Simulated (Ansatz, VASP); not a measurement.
**HfN: VASP beside Ansatz**

File INCAR:

```
PREC = Accurate
ENCUT = 600
EDIFF = 1E-6
ISMEAR = 0
SIGMA = 0.21
LREAL = F
LASPH = T
NELM = 120
ALGO = Normal
ISIF = 2
LWAVE = F
LCHARG = F
GGA = PE
NBANDS = 23
GGA_COMPAT = F
```

The input KPOINTS:

```
regular mesh
0
Gamma
  6 6 4
```

POSCAR

```
HfN
1.0
    3.1339080219      0.0000000000      0.0000000000
   -1.5669540110      2.7140439601      0.0000000000
    0.0000000000      0.0000000000      5.4167677200
Hf N
2 2
Direct
    0.6666666667      0.3333333333      0.7500000000
    0.3333333333      0.6666666667      0.2500000000
    0.0000000000      0.0000000000      0.0000000000
    0.0000000000      0.0000000000      0.5000000000
```

Input for Ansatz:

```yaml
crystal:
  lattice:
    - [3.1339080219, 0.0, 0.0]
    - [-1.566954011, 2.7140439601, 0.0]
    - [0.0, 0.0, 5.41676772]
  atoms:
    - { symbol: Hf, position: [0.6666666667, 0.3333333333, 0.75] }
    - { symbol: Hf, position: [0.3333333333, 0.6666666667, 0.25] }
    - { symbol: "N", position: [0.0, 0.0, 0.0] }
    - { symbol: "N", position: [0.0, 0.0, 0.5] }
basis:
  ecutwfc: 420
kpoints:
  mp_grid: { grid: [6, 6, 4] }
hamiltonian:
  xc: pbe
scf:
  occupations: { method: gaussian, width: 0.21 }
  n_extra_bands: 1
output:
  forces: true
  stress: true
  eigenvalues: true
```

Alike in both runs: task single point; functional PBE; k mesh 6 × 6 × 4; occupations gaussian, width 0.21 eV; no spin polarisation.

|  | VASP | Ansatz |
| --- | --- | --- |
| version | VASP 6.6.1 | Ansatz 0.2.0 |
| potentials or method | VASP PAW PBE potentials, release 64 (Hf_pv, N), cutoff 600 eV | scalar-relativistic, plane waves, PAW |
| valence electrons in the cell | 30 | 62 |

|  | VASP | Ansatz | Ansatz less VASP |
| --- | --- | --- | --- |
| gap on the k mesh at the Fermi level (eV) | none | none | - |
| pressure (GPa) | 3.8 | 6.2 | +2.40 |
| traceless stress, the component that is largest in VASP (GPa) | 0.85 | 0.77 | -0.079 |

A gap of «none» marks a metal or a gap that the smearing closes. The functional is the same, so the differences come from potentials, cutoffs and numerics. VASP's potentials hold 30 valence electrons a cell and Ansatz's 62, so a difference there can come from the potentials and not from the codes.

The k mesh is coarse, so the values compare programs but aren't converged. Neither program's run includes spin-orbit coupling.
